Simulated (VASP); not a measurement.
# SrGa3 (Pm-3m) in VASP: a series of runs, part 2 of 2

VASP 6.6.1. Earlier steps stand in the parts before.

**5. Single point, PBE (24.84 Å³/atom)**

This run uses another cell than the first one, of 24.84 Å³/atom.

Contents of INCAR:

```
ALGO = Normal ; EDIFF = 1E-6
ENCUT = 520 ; GGA = PE
ISIF = 2 ; ISMEAR = 0
LASPH = True ; LCHARG = False
LREAL = False ; LWAVE = False
NBANDS = 32 ; NELM = 60
PREC = Accurate ; SIGMA = 0.05
```

Contents of KPOINTS:

```
k-points
0
Gamma
  8 8 8
```

Contents of POSCAR:

```
SrGa3
1.0
    4.6317685502      0.0000000000      0.0000000000
    0.0000000000      4.6317685502      0.0000000000
    0.0000000000      0.0000000000      4.6317685502
Sr Ga
1 3
Direct
    0.0000000000      0.0000000000      0.0000000000
    0.0000000000      0.5000000000      0.5000000000
    0.5000000000      0.5000000000      0.0000000000
    0.5000000000      0.0000000000      0.5000000000
```

Potentials or basis: VASP PAW PBE potentials, release 64 (Sr_sv, Ga_d).

Run with:

```sh
> cat potpaw_PBE.64/Sr_sv/POTCAR potpaw_PBE.64/Ga_d/POTCAR > POTCAR
> mpirun -np 1 vasp_std > vasp.out
```

OUTCAR:

```text
EDIFF = 1E-6
   ENCUT = 520
   GGA = PE
   ISIF = 2
   ISMEAR = 0
   LASPH = True
   LREAL = False
   NELM = 60
   PREC = Accurate

 ion  position               nearest neighbor table
   1  0.000  0.000  0.000-   2 3.28   3 3.28   4 3.28   2 3.28   4 3.28   2 3.28   3 3.28   2 3.28
                             3 3.28   4 3.28   4 3.28   3 3.28
   2  0.000  0.500  0.500-   1 3.28   1 3.28   1 3.28   1 3.28
   3  0.500  0.500  0.000-   1 3.28   1 3.28   1 3.28   1 3.28
   4  0.500  0.000  0.500-   1 3.28   1 3.28   1 3.28   1 3.28

  LATTYP: Found a simple cubic cell.
 ALAT       =     4.6317685502

  Lattice vectors:

 A1 = (   4.6317685502,   0.0000000000,   0.0000000000)
 A2 = (   0.0000000000,   4.6317685502,   0.0000000000)
 A3 = (   0.0000000000,   0.0000000000,   4.6317685502)

Analysis of symmetry for initial positions (statically):
=====================================================================
 Subroutine PRICEL returns:
 Original cell was already a primitive cell.

 Routine SETGRP: Setting up the symmetry group for a
 simple cubic supercell.

 Subroutine GETGRP returns: Found 48 space group operations
 (whereof 48 operations were pure point group operations)
 out of a pool of 48 trial point group operations.

The static configuration has the point symmetry O_h .

Analysis of symmetry for dynamics (positions and initial velocities):
=====================================================================
 Subroutine PRICEL returns:
 Original cell was already a primitive cell.

 Routine SETGRP: Setting up the symmetry group for a
 simple cubic supercell.

 Subroutine GETGRP returns: Found 48 space group operations
 (whereof 48 operations were pure point group operations)
 out of a pool of 48 trial point group operations.

[... 120 lines left out ...]
   EFERMI_NEDOS =   21; number of points for ismear=-14 and -15
   IALGO  =     38    algorithm
   IMIX   =      4    mixing-type and parameters
     AMIX     =   0.40;   BMIX     =  1.00
     AMIX_MAG =   1.60;   BMIX_MAG =  1.00
  volume/ion in A,a.u.               =      24.84       167.64
  Fermi-wavevector in a.u.,A,eV,Ry     =   1.293382  2.444137 22.760315  1.672836
  Thomas-Fermi vector in A             =   2.425031
   LORBIT       =      0    0 simple, 1 ext, 2 COOP (PROOUT), +10 PAW based schemes
   GGA     = PE    functional components
   LHFCALC =     F    Hartree Fock is set to
   AEXX    =    0.0000 exact exchange contribution
   IVDW    =     0    specifies the selected vdW correction
   LEPSILON=     F    determine dielectric tensor
   LRPA    =     F    only Hartree local field effects (RPA)
 non-spin polarized calculation
 Gauss-broadening in eV      SIGMA  =   0.05
  energy-cutoff  :      520.00
  volume of cell :       99.37
 maximum number of plane-waves:      2721
 NGX is ok and might be reduce to    36
   NGX = 17   NGY = 17   NGZ = 17

 number of electron      48.9999991 magnetization

 Free energy of the ion-electron system (eV)
  ---------------------------------------------------
  ext. energy  EPLUGINS =         0.00000000
  ---------------------------------------------------
  free energy    TOTEN  =       -11.14034115 eV

  energy without entropy =      -11.13632962  energy(sigma->0) =      -11.13833538

 E-fermi :   3.6162     XC(G=0):  -9.8516

 val. band max:        3.6153304058   @ k =   0.5000   0.3750   0.1250
 cond. band min:       3.6315233732   @ k =   0.3750   0.2500   0.0000
 fundamental gap:      0.0161929674
 Fermi energy:         3.6161892803

 k-point     1 :       0.0000    0.0000    0.0000
  band No.  band energies     occupation
      1     -31.2932      2.00000
      2     -13.3833      2.00000
      3     -13.3833      2.00000
      4     -13.3833      2.00000
      5     -11.0986      2.00000
      6     -11.0986      2.00000
[... 829 lines left out ...]
     31       8.6297      0.00000
     32       9.5191      0.00000

 [... further k-points ...]

------------------------ aborting loop because EDIFF is reached ----------------------------------------

  FORCE on cell =-STRESS in cart. coord.  units (eV):
  Direction    XX          YY          ZZ          XY          YZ          ZX
  --------------------------------------------------------------------------------------
  -------------------------------------------------------------------------------------
  Total       -1.3346532     -1.3346532     -1.3346532     -0.0000000     -0.0000000      0.0000000
  in kB      -21.5198123    -21.5198123    -21.5198123     -0.0000000     -0.0000000      0.0000000
  external PRESSURE =     -21.5198123 kB  Pullay stress =       0.0000000 kB

 VOLUME and BASIS-vectors are now :
 -----------------------------------------------------------------------------
  energy-cutoff  :      520.00
  volume of cell :       99.37
      direct lattice vectors                 reciprocal lattice vectors
     4.631768550  0.000000000  0.000000000     0.215900253  0.000000000  0.000000000
     0.000000000  4.631768550  0.000000000     0.000000000  0.215900253  0.000000000
     0.000000000  0.000000000  4.631768550     0.000000000  0.000000000  0.215900253

 POSITION                                       TOTAL-FORCE (eV/Angst)
 -----------------------------------------------------------------------------------
      0.00000      0.00000      0.00000         0.000000      0.000000      0.000000
      0.00000      2.31588      2.31588         0.000000      0.000000      0.000000
      2.31588      2.31588      0.00000         0.000000      0.000000      0.000000
      2.31588      0.00000      2.31588         0.000000      0.000000      0.000000
 -----------------------------------------------------------------------------------
    total drift:                                0.000000      0.000000      0.000000

  FREE ENERGIE OF THE ION-ELECTRON SYSTEM (eV)
  ---------------------------------------------------
  free  energy   TOTEN  =       -11.1403411525 eV

  energy  without entropy=      -11.1363296161  energy(sigma->0) =      -11.13833538
```

OSZICAR:

```text
N       E                     dE             d eps       ncg     rms          rms(c)
DAV:   1     0.397860291549E+03    0.39786E+03   -0.23378E+04  2296   0.241E+03
DAV:   2     0.381473307689E+02   -0.35971E+03   -0.34351E+03  2336   0.549E+02
DAV:   3    -0.904089008648E+01   -0.47188E+02   -0.46349E+02  2600   0.153E+02
DAV:   4    -0.112255252566E+02   -0.21846E+01   -0.21717E+01  3528   0.305E+01
DAV:   5    -0.113083019501E+02   -0.82777E-01   -0.82758E-01  3064   0.479E+00    0.214E+01
DAV:   6    -0.111600021561E+02    0.14830E+00   -0.33565E-01  2952   0.573E+00    0.112E+01
DAV:   7    -0.111426736295E+02    0.17329E-01   -0.13126E-01  3256   0.246E+00    0.766E-01
DAV:   8    -0.111403631305E+02    0.23105E-02   -0.20747E-02  2800   0.152E+00    0.269E-01
DAV:   9    -0.111403111577E+02    0.51973E-04   -0.30785E-03  3376   0.357E-01    0.869E-02
DAV:  10    -0.111403269138E+02   -0.15756E-04   -0.20508E-04  3136   0.826E-02    0.377E-02
DAV:  11    -0.111403432133E+02   -0.16299E-04   -0.32840E-05  2840   0.305E-02    0.387E-02
DAV:  12    -0.111403416713E+02    0.15420E-05   -0.62561E-06  2608   0.196E-02    0.131E-02
DAV:  13    -0.111403411525E+02    0.51873E-06   -0.15188E-06  2224   0.637E-03
   1 F= -.11140341E+02 E0= -.11138335E+02  d E =-.401154E-02
```

Wall time 35 s (1 thread of Intel Xeon 6975P-C (Granite Rapids), shared host); peak memory 0.26 GiB.

What came out:

```
Free energy            : -11.1403 eV
Pressure               : -2.2 GPa
Band gap on the k mesh : zero (an odd number of electrons rules out a gap without spin polarisation)
```

**6. Overview**

| level | potentials or basis | cell | gap on the mesh (eV) | pressure (GPa) |
| --- | --- | --- | --- | --- |
| LDA | VASP PAW LDA potentials, release 64 (Sr_sv, Ga_d) | a = 4.528 Å, 4 atoms | none | -4.2 |
| PBE | VASP PAW PBE potentials, release 64 (Sr_sv, Ga_d) | a = 4.558 Å, 4 atoms | none | -0.6 |
| PBE | VASP PAW PBE potentials, release 64 (Sr_sv, Ga_d) | a = 4.588 Å, 4 atoms | none | -1.3 |
| PBE | VASP PAW PBE potentials, release 64 (Sr_sv, Ga_d) | a = 4.632 Å, 4 atoms | none | -2.2 |

Alike in all rows: task single point; no spin polarisation; k mesh 8 × 8 × 8; cutoff (eV) 520; smearing gaussian 0.05 eV.

Caveats: the cell stands under tension (at least some runs).

Total energies depend on the potentials used, so only differences within one code and one set of settings carry meaning.
